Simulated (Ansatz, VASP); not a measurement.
**BeZn2O3 in VASP and in Ansatz**

```
CELL_PARAMETERS angstrom
2.34392 1.35326 3.74532
-2.34392 1.35326 3.74532
0.00000 -2.70652 3.74532
ATOMIC_POSITIONS crystal
Be 0.00000 0.00000 0.00000
Zn 0.61888 0.61888 0.61888
Zn 0.38112 0.38112 0.38112
O 0.00000 0.50000 0.00000
O 0.50000 0.00000 0.00000
O 0.00000 0.00000 0.50000
```

Change from the starting cell: species swapped into the La2MgAl3 type (R-3m, No. 166).

Alike in both runs: task relaxation of cell and atoms; functional PBE; k mesh 3 × 3 × 3; occupations gaussian, width 0.15 eV; no spin polarisation.

|  | VASP | Ansatz |
| --- | --- | --- |
| version | VASP 6.6.1 | Ansatz 0.2.0 |
| potentials or method | VASP PAW PBE potentials, release 64 (Be, Zn, O), cutoff 600 eV | scalar-relativistic, plane waves, PAW |
| valence electrons in the cell | 44 | 44 |

VASP gave:

| Property | Result |
| --- | --- |
| gap on the k mesh at the Fermi level, each at its own relaxed structure (eV) | none |
| relaxed volume (Å³/atom) | 10.00 |
| relaxed cell length with the largest relative difference (Å) | 3.932 |

Task: Estimate Ansatz's values.

Result: gap on the k mesh at the Fermi level, each at its own relaxed structure (eV): none; relaxed volume (Å³/atom): 9.95; relaxed cell length with the largest relative difference (Å): 3.925.

A gap of «none» marks a metal or a gap that the smearing closes.

The k mesh is coarse, so the values compare programs but aren't converged. Noted on VASP's run: the volume moved by over 15 % at a fixed basis, so the end points are rough.
